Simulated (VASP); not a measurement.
A run of VASP 6.6.1:

Contents of INCAR:

```
PREC = Accurate
ENCUT = 520
EDIFF = 1E-7
ISMEAR = 0
SIGMA = 0.02
LREAL = F
LASPH = T
NELM = 60
ALGO = Normal
ISIF = 2
LWAVE = F
LCHARG = F
GGA = PS
IVDW = 12
NBANDS = 28
```

Contents of KPOINTS:

```
Automatic mesh
0
Gamma
  8 6 8
```

File POSCAR:

```
SnO
1.0
    3.2899062640      0.0000000000      0.0000000000
    0.0000000000      5.5555125207      0.0000000000
    0.0000000000      0.0000000000      3.5582518757
Sn O
2 2
Direct
    0.0000000000      0.2455838965      0.5476894370
    0.5000000000      0.7544161035      0.0476894370
    0.0000000000      0.8745722349      0.7023115630
    0.5000000000      0.1254277651      0.2023115630
```

Potentials or basis: VASP PAW PBE potentials, release 64 (Sn_d, O).

The run is started by

```console
$ cat potpaw_PBE.64/Sn_d/POTCAR potpaw_PBE.64/O/POTCAR > POTCAR
$ mpirun -np 1 vasp_std > vasp.out
```

Hardware: 1 thread of Intel Xeon 6975P-C, with other jobs on the host.

Task: Estimate the wall time of this run.

Result: Wall time 120 s on 1 thread of Intel Xeon 6975P-C, with other jobs on the host, peak memory 0.29 GiB. Counts: scf iterations 15, k points 100.
